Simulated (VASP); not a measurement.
Set up this calculation in VASP 6.6.1, as the native input.

| Item | Value |
| --- | --- |
| Task | relaxation of cell and atoms |
| Functional | LDA |
| Potentials or basis | VASP PAW LDA potentials, release 64 (Cu) |
| Cutoff | 600 eV |
| k mesh | 38 × 38 × 38 |
| Occupations | gaussian, width 0.1 eV |
| Spin | no spin polarisation |
| Dipole correction | no |
| Further INCAR settings | ALGO = Fast; EDIFF = 1e-06; IBRION = 2; EDIFFG = -0.003; NSW = 80; ISIF = 3 |

The structure of Cu lies in POSCAR:

```
Cu
1.0
    0.0000000000      1.8050000000      1.8050000000
    1.8050000000      0.0000000000      1.8050000000
    1.8050000000      1.8050000000      0.0000000000
Cu
1
Direct
    0.0000000000      0.0000000000      0.0000000000
```

One way to write it, as run:

INCAR

```
SYSTEM = Cu
PREC = Accurate ; ENCUT = 600
EDIFF = 1E-6 ; ISMEAR = 0
SIGMA = 0.1 ; LREAL = .False.
LASPH = .True. ; NELM = 60
ALGO = Fast ; ISIF = 3
LWAVE = .False. ; LCHARG = .False.
IBRION = 2 ; NSW = 80
EDIFFG = -0.003
```

KPOINTS

```
regular mesh
0
Gamma
  38 38 38
  0 0 0
```

Potentials or basis: VASP PAW LDA potentials, release 64 (Cu).

The run is started by

```console
$ cat potpaw_LDA.64/Cu/POTCAR > POTCAR
$ mpirun -np 1 vasp_std > vasp.out
```

Results of the run:

```yaml
Relaxed_volume: 10.94 Å³/atom
Relaxed_cell: a = 2.492 Å, b = 2.492 Å, c = 2.492 Å, α = 60.00°, β = 60.00°, γ = 60.00°
Space_group_after_relaxing_to_0.1_Å: Fm-3m (No. 225)
Energy_gained_by_relaxing: 31.1 meV/atom
Ionic_steps: 6
Pressure_after_relaxing: 0.0 GPa
Band_gap_on_the_k_mesh: zero (an odd number of electrons rules out a gap without spin polarisation)
```

Wall time 4.2 min on 1 thread of Intel(R) Xeon(R) 6975P-C (Granite Rapids), on a shared host, peak memory 0.33 GiB.
